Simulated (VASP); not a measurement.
# Be16F (a cell with a defect) in VASP: further runs

Be16F (a cell with a defect) is run at these levels: PBEsol; tasks: single point.

All numbers are computed with VASP 6.6.1; they aren't measurements. Logs are shortened: lines on timing, memory, paths and dates and some standing lists are left out, and cuts for length are marked.

### Step 1. The cell of the first run

The cell holds a defect, 17 atoms: a = 4.580 Å, b = 3.966 Å, c = 7.177 Å, α = 90.00°, β = 90.00°, γ = 90.00°.

### Step 2. Single point, PBEsol

INCAR reads:

```
SYSTEM = Be16F
ALGO = Normal ; EDIFF = 1E-6
ENCUT = 520 ; GGA = PS
ISIF = 2 ; ISMEAR = 0
LASPH = .True. ; LCHARG = .True.
LELF = .True. ; LREAL = Auto
LVHAR = .True. ; LWAVE = .False.
NBANDS = 34 ; NELM = 100
PREC = Accurate ; SIGMA = 0.15
```

KPOINTS reads:

```
k-points
0
Gamma
  5 6 4
  0 0 0
```

POSCAR reads:

```
Be16F
1.0
   -2.2900000000     -3.9663960000      0.0000000000
    3.4350000000     -1.9831980000      0.0000000000
    0.0000000000      0.0000000000      7.1768600000
Be F
16 1
Direct
    0.7497301642      0.5046671287      0.0098808797
    0.5004525820      0.3362469204      0.2521904002
    0.7757151882      0.5090322222      0.4972047994
    0.5044690087      0.4273649824      0.7745521342
    0.5006620136     -0.0021186676     -0.0023726085
    0.2348668260      0.8355889776      0.2449760009
    0.5044160227     -0.0939215407      0.4749065415
    0.2193118166      0.8254305464      0.7615582852
    0.2350677848      0.4985921381      0.0046344575
   -0.0065964710      0.3282197154      0.2460004071
    0.2191893634      0.5082473152      0.4882110219
   -0.0410802529      0.3286604964      0.7661101877
   -0.0065328779      0.0060409861      0.0035273742
    0.7499174837      0.8296005641      0.2396224215
   -0.0412926484      0.0053480578      0.4833450760
    0.7759152642      0.8247129673      0.7524647172
    0.3759107322      0.1660194904      0.6250509045
```

Potentials or basis: VASP PAW PBE potentials, release 64 (Be, F).

Launch:

```bash
$ cat potpaw_PBE.64/Be/POTCAR potpaw_PBE.64/F/POTCAR > POTCAR
$ mpirun -np 1 vasp_std > vasp.out
```

OUTCAR:

```text
SYSTEM = Be16F
   EDIFF = 1E-6
   ENCUT = 520
   GGA = PS
   ISIF = 2
   ISMEAR = 0
   LASPH = .True.
   LREAL = Auto
   NELM = 100
   PREC = Accurate

 ion  position               nearest neighbor table
   1  0.750  0.505  0.010-   4 2.05  14 2.09  12 2.11  10 2.15   2 2.18   9 2.22  16 2.24   5 2.27
                            13 2.27  13 2.28   5 2.31   9 2.36
   2  0.500  0.336  0.252-   1 2.18  11 2.23   9 2.25  10 2.26   5 2.27  14 2.27   3 2.27  14 2.31
                            10 2.32   6 2.32   6 2.33   7 2.34
   3  0.776  0.509  0.497-   7 2.01  11 2.03  15 2.14  15 2.17  10 2.18  16 2.22  12 2.22  14 2.25
                             2 2.27   4 2.37
   4  0.504  0.427  0.775-  17 1.60  16 2.01   8 2.05   1 2.05   9 2.08  12 2.12   5 2.34   3 2.37
[... 10 lines left out ...]
                            13 2.30   5 2.32   5 2.33   1 2.36
  10  0.993  0.328  0.246-  15 2.14  11 2.14   1 2.15  13 2.16   9 2.16   3 2.18   6 2.25   2 2.26
                            14 2.27  14 2.28   6 2.30   2 2.32
  11  0.219  0.508  0.488-  17 1.82   3 2.03   7 2.05  10 2.14   6 2.18   2 2.23  15 2.30  15 2.32
                             8 2.33
  12  0.959  0.329  0.766-   1 2.11   4 2.12  13 2.14  16 2.14  16 2.17   3 2.22   9 2.23   8 2.30
                             8 2.33
  13  0.993  0.006  0.004-  12 2.14   8 2.14  14 2.15  10 2.16   6 2.16  16 2.18   9 2.25   5 2.26
                             1 2.27   1 2.28   9 2.30   5 2.32
  14  0.750  0.830  0.240-   7 2.05   1 2.09  15 2.11  13 2.15   5 2.18   6 2.22   3 2.25   2 2.27
                            10 2.27  10 2.28   2 2.31   6 2.36
  15  0.959  0.005  0.483-  14 2.11   7 2.12  10 2.14   3 2.14   3 2.17  16 2.22   6 2.23  11 2.30
                            11 2.32
  16  0.776  0.825  0.752-   4 2.01   8 2.03  12 2.14  12 2.17  13 2.18   3 2.22  15 2.22   1 2.24
                             5 2.27   7 2.37
  17  0.376  0.166  0.625-   7 1.60   4 1.60   8 1.82  11 1.82

  LATTYP: Found a simple orthorhombic cell.
 ALAT       =     3.9663962620
 B/A-ratio  =     1.1547004875
 C/A-ratio  =     1.8094157835

  Lattice vectors:

 A1 = (  -3.4350000000,   1.9831980000,   0.0000000000)
 A2 = (  -2.2900000000,  -3.9663960000,   0.0000000000)
 A3 = (   0.0000000000,   0.0000000000,   7.1768600000)

Analysis of symmetry for initial positions (statically):
=====================================================================
 Subroutine PRICEL returns:
 Original cell was already a primitive cell.

 Routine SETGRP: Setting up the symmetry group for a
 simple orthorhombic supercell.

 Subroutine GETGRP returns: Found  1 space group operations
 (whereof  1 operations were pure point group operations)
 out of a pool of  8 trial point group operations.

The static configuration has the point symmetry C_1 .

Analysis of symmetry for dynamics (positions and initial velocities):
=====================================================================
 Subroutine PRICEL returns:
 Original cell was already a primitive cell.

 Routine SETGRP: Setting up the symmetry group for a
 simple orthorhombic supercell.

 Subroutine GETGRP returns: Found  1 space group operations
 (whereof  1 operations were pure point group operations)
 out of a pool of  8 trial point group operations.

The dynamic configuration has the point symmetry C_1 .

 Subroutine INISYM returns: Found  1 space group operations
 (whereof  1 operations are pure point group operations),
 and found     1 'primitive' translations

----------------------------------------------------------------------------------------

                                     Primitive cell

  volume of cell :     130.3755

  direct lattice vectors                    reciprocal lattice vectors
    -2.290000000 -3.966396000  0.000000000    -0.109170306 -0.189088533  0.000000000
     3.435000000 -1.983198000  0.000000000     0.218340611 -0.126059022  0.000000000
     0.000000000  0.000000000  7.176860000     0.000000000  0.000000000  0.139336702

  length of vectors
     4.579999697  3.966396262  7.176860000     0.218340626  0.252118027  0.139336702

  position of ions in fractional coordinates (direct lattice)
     0.749730164  0.504667129  0.009880880
     0.500452582  0.336246920  0.252190400
     0.775715188  0.509032222  0.497204799
     0.504469009  0.427364982  0.774552134
     0.500662014  0.997881332  0.997627391
     0.234866826  0.835588978  0.244976001
[... 9 lines left out ...]
     0.775915264  0.824712967  0.752464717
     0.375910732  0.166019490  0.625050905

  ion indices of the primitive-cell ions
   primitive index   ion index
                 1           1
                 2           2
                 3           3
                 4           4
                 5           5
                 6           6
[... 9 lines left out ...]
                16          16
                17          17

----------------------------------------------------------------------------------------

 KPOINTS: k-points

Automatic generation of k-mesh.
 Grid dimensions read from file:
 generate k-points for:    5    6    4

 Generating k-lattice:

  Cartesian coordinates                     Fractional coordinates (reciprocal lattice)
    -0.021834061 -0.037817707  0.000000000     0.200000000  0.000000000  0.000000000
     0.036390102 -0.021009837  0.000000000    -0.000000000  0.166666667  0.000000000
     0.000000000  0.000000000  0.034834175     0.000000000  0.000000000  0.250000000

  Length of vectors
     0.043668125  0.042019671  0.034834175

  Shift w.r.t. Gamma in fractional coordinates (k-lattice)
     0.000000000  0.000000000  0.000000000

 Subroutine IBZKPT returns following result:
 ===========================================

 Found     62 irreducible k-points:

 Following reciprocal coordinates:
            Coordinates               Weight
  0.000000  0.000000  0.000000      1.000000
  0.200000  0.000000  0.000000      2.000000
  0.400000  0.000000  0.000000      2.000000
  0.000000  0.166667  0.000000      2.000000
  0.200000  0.166667  0.000000      2.000000
 -0.200000  0.166667  0.000000      2.000000
[... 16 lines left out ...]
  0.000000  0.166667 -0.250000      2.000000
  0.200000  0.166667  0.250000      2.000000
 [... further k-points ...]
   k-points           NKPTS =     62   k-points in BZ     NKDIM =     62   number of bands    NBANDS=     34
   number of dos      NEDOS =    301   number of ions     NIONS =     17
   total plane-waves  NPLWV =  58320
   dimension x,y,z NGX =    36 NGY =   30 NGZ =   54
   dimension x,y,z NGXF=    72 NGYF=   60 NGZF=  108
   ions per type =              16   1
   NGX,Y,Z   is equivalent  to a cutoff of  13.07, 12.57, 12.51 a.u.
   NGXF,Y,Z  is equivalent  to a cutoff of  26.13, 25.15, 25.02 a.u.
 SYSTEM =  Be16F
   PREC   = accura    normal or accurate (medium, high low for compatibility)
   ISTART =      0    job   : 0-new  1-cont  2-samecut
   ICHARG =      2    charge: 1-file 2-atom 10-const
   ISPIN  =      1    spin polarized calculation?
   LNONCOLLINEAR =      F non collinear calculations
   LSORBIT =      F    spin-orbit coupling
   LASPH  =      T    aspherical Exc in radial PAW
   ENCUT  =  520.0 eV  38.22 Ry    6.18 a.u.   8.52  7.37 13.34*2*pi/ulx,y,z
   NELM   =    100;   NELMIN=  2; NELMDL= -5     # of ELM steps
   EDIFF  = 0.1E-05   stopping-criterion for ELM
   LREAL  =      T    real-space projection
   EDIFFG = 0.1E-04   stopping-criterion for IOM
   NSW    =      0    number of steps for IOM
   IBRION =     -1    ionic relax: 0-MD 1-quasi-New 2-CG
   NFREE  =      0    steps in history (QN), initial steepest desc. (CG)
   ISIF   =      2    stress and relaxation
   ISYM   =      2    0-nonsym 1-usesym 2-fastsym
   POTIM  = 0.5000    time-step for ionic-motion
   TEBEG  =    0.0;   TEEND  =   0.0 temperature during run
   PSTRESS=    0.0 pullay stress
   NELECT =      39.0000    total number of electrons
   NUPDOWN=      -1.0000    fix difference up-down
   EMIN   =  10.00;   EMAX   =-10.00  energy-range for DOS
   EFERMI =   0.00;   METHOD = LEGACY
   ISMEAR =     0;   SIGMA  =   0.15  broadening in eV -4-tet -1-fermi 0-gaus
   EFERMI_NEDOS =   21; number of points for ismear=-14 and -15
   IALGO  =     38    algorithm
   IMIX   =      4    mixing-type and parameters
     AMIX     =   0.40;   BMIX     =  1.00
     AMIX_MAG =   1.60;   BMIX_MAG =  1.00
  volume/ion in A,a.u.               =       7.67        51.75
  Fermi-wavevector in a.u.,A,eV,Ry     =   1.094875  2.069013 16.309988  1.198750
  Thomas-Fermi vector in A             =   2.231188
   LORBIT       =      0    0 simple, 1 ext, 2 COOP (PROOUT), +10 PAW based schemes
   GGA     = PS    functional components
   LHFCALC =     F    Hartree Fock is set to
   AEXX    =    0.0000 exact exchange contribution
   IVDW    =     0    specifies the selected vdW correction
   LEPSILON=     F    determine dielectric tensor
   LRPA    =     F    only Hartree local field effects (RPA)
 non-spin polarized calculation
 Gauss-broadening in eV      SIGMA  =   0.15
  energy-cutoff  :      520.00
  volume of cell :      130.38
 maximum number of plane-waves:      3532
 NGX is ok and might be reduce to    36
   NGX = 17   NGY = 15   NGZ = 27

 number of electron      39.0000004 magnetization

 Free energy of the ion-electron system (eV)
  ---------------------------------------------------
  ext. energy  EPLUGINS =         0.00000000
  ---------------------------------------------------
  free energy    TOTEN  =       -65.54069008 eV

  energy without entropy =      -65.52886101  energy(sigma->0) =      -65.53477554

 E-fermi :   7.1248     XC(G=0): -10.7712

 val. band max:        7.1126672663   @ k =   0.2000   0.0000   0.0000
 cond. band min:       7.1324555641   @ k =   0.4000   0.0000   0.0000
 fundamental gap:      0.0197882978
 Fermi energy:         7.1247865839

 k-point     1 :       0.0000    0.0000    0.0000
  band No.  band energies     occupation
      1     -21.2747      2.00000
      2      -4.2171      2.00000
      3      -3.7349      2.00000
      4      -3.6455      2.00000
      5      -3.2819      2.00000
      6      -1.2414      2.00000
[... 805 lines left out ...]
     30      12.4630      0.00000
     31      12.9403      0.00000

 [... further k-points ...]

 [bands above 31 left out]

------------------------ aborting loop because EDIFF is reached ----------------------------------------

  FORCE on cell =-STRESS in cart. coord.  units (eV):
  Direction    XX          YY          ZZ          XY          YZ          ZX
  --------------------------------------------------------------------------------------
  -------------------------------------------------------------------------------------
  Total        7.6547307     11.1802542      6.5565062      3.0861139     -0.7431017      1.2496437
  in kB       94.0685559    137.3935159     80.5725359     37.9250801     -9.1319356     15.3568017
  external PRESSURE =     104.0115359 kB  Pullay stress =       0.0000000 kB

 VOLUME and BASIS-vectors are now :
 -----------------------------------------------------------------------------
  energy-cutoff  :      520.00
  volume of cell :      130.38
      direct lattice vectors                 reciprocal lattice vectors
    -2.290000000 -3.966396000  0.000000000    -0.109170306 -0.189088533  0.000000000
     3.435000000 -1.983198000  0.000000000     0.218340611 -0.126059022  0.000000000
     0.000000000  0.000000000  7.176860000     0.000000000  0.000000000  0.139336702

 POSITION                                       TOTAL-FORCE (eV/Angst)
 -----------------------------------------------------------------------------------
      0.01665     -3.97458      0.07091        -0.003106     -0.005025      0.001478
      0.00897     -2.65184      1.80994        -0.002959      0.002766      0.000480
     -0.02786     -4.08631      3.56837        -0.002339      0.005841     -0.001784
      0.31276     -2.84847      5.55885         0.010696     -0.022640      0.019396
      2.28121     -3.96482      7.15983         0.008687      0.003872     -0.004568
      2.33240     -2.58871      1.75816        -0.000707     -0.001836      0.002439
[... 9 lines left out ...]
      1.05604     -4.71316      5.40033         0.008917      0.001227      0.000902
     -0.29056     -1.82026      4.48590         0.020774      0.024727      0.004000
 -----------------------------------------------------------------------------------
    total drift:                                0.001319      0.001764      0.000350

  FREE ENERGIE OF THE ION-ELECTRON SYSTEM (eV)
  ---------------------------------------------------
  free  energy   TOTEN  =       -65.5406900823 eV

  energy  without entropy=      -65.5288610071  energy(sigma->0) =      -65.53477554
```

Run time: 2.6 min. Hardware: 1 thread of Intel Xeon 6975P-C (Granite Rapids), shared host; peak memory 0.33 GiB.

What came out:

```
Free energy   : -65.5407 eV
Pressure      : 10.4 GPa
Largest force : 0.033 eV/Å
```

Forces on the atoms (eV/Å):
```
Be  -0.003 -0.005  0.001
Be  -0.003  0.003  0.000
Be  -0.002  0.006 -0.002
Be   0.011 -0.023  0.019
Be   0.009  0.004 -0.005
Be  -0.001 -0.002  0.002
Be  -0.019 -0.004 -0.022
Be   0.004  0.000 -0.007
Be  -0.002  0.004 -0.001
Be   0.001 -0.004 -0.003
Be  -0.003  0.005  0.002
Be  -0.014  0.000 -0.009
Be  -0.009  0.002  0.005
Be  -0.004  0.004  0.000
Be   0.005 -0.015  0.013
Be   0.009  0.001  0.001
F    0.021  0.025  0.004
```

Levels at points of the mesh, in eV from the Fermi level:
```tsv
k point	band 16	band 17	band 18	band 19	band 20	band 21	band 22	band 23	band 24	band 25
(0.00, 0.00, 0.00)	-2.73	-2.23	-1.92	0.46	0.91	1.25	1.47	1.96	2.17	2.48
(0.00, 0.50, 0.00)	-3.09	-2.54	-2.17	-1.90	-1.01	1.25	1.43	1.86	2.45	2.93
(0.00, 0.00, 0.50)	-2.58	-1.58	-1.05	-0.82	-0.71	2.03	2.28	2.33	2.48	2.62
(0.00, 0.50, 0.50)	-3.25	-2.92	-2.68	-2.26	-1.18	2.29	2.47	2.53	2.83	2.93
```

Caveat: the PAW data sets were made with another functional, which shifts forces and pressure a little; an odd number of electrons without spin polarisation forces a metal; a magnetic or distorted state may lie lower.

(Continued in part 2 of 2.)
